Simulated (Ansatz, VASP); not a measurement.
# TaN: VASP beside Ansatz

```
CELL_PARAMETERS angstrom
0.00000 2.12962 2.12962
2.12962 0.00000 2.12962
2.12962 2.12962 0.00000
ATOMIC_POSITIONS crystal
Ta 0.00000 0.00000 0.00000
N 0.50000 0.50000 0.50000
```

Change from the starting cell: volume scaled by 0.94, LAPW.

Alike in both runs: task single point; functional LDA; k mesh 15 × 15 × 15; occupations fermi-dirac, width 0.05 eV; no spin polarisation.

```csv
,VASP,Ansatz
version,VASP 6.6.1,Ansatz 0.2.0
potentials or method,"VASP PAW LDA potentials, release 64 (Ta_pv, N), cutoff 520 eV","all-electron LAPW, scalar-relativistic"
```

Ansatz gave:

* pressure (GPa): 26.3

Question: What did VASP give for the same quantities?

Answer: Pressure (GPa): 29.3.

LDA's correlation is that of Perdew and Zunger in VASP and of Perdew and Wang (1992) in Ansatz. Ansatz ran all-electron here, and VASP with PAW potentials.

Neither program's run includes spin-orbit coupling.
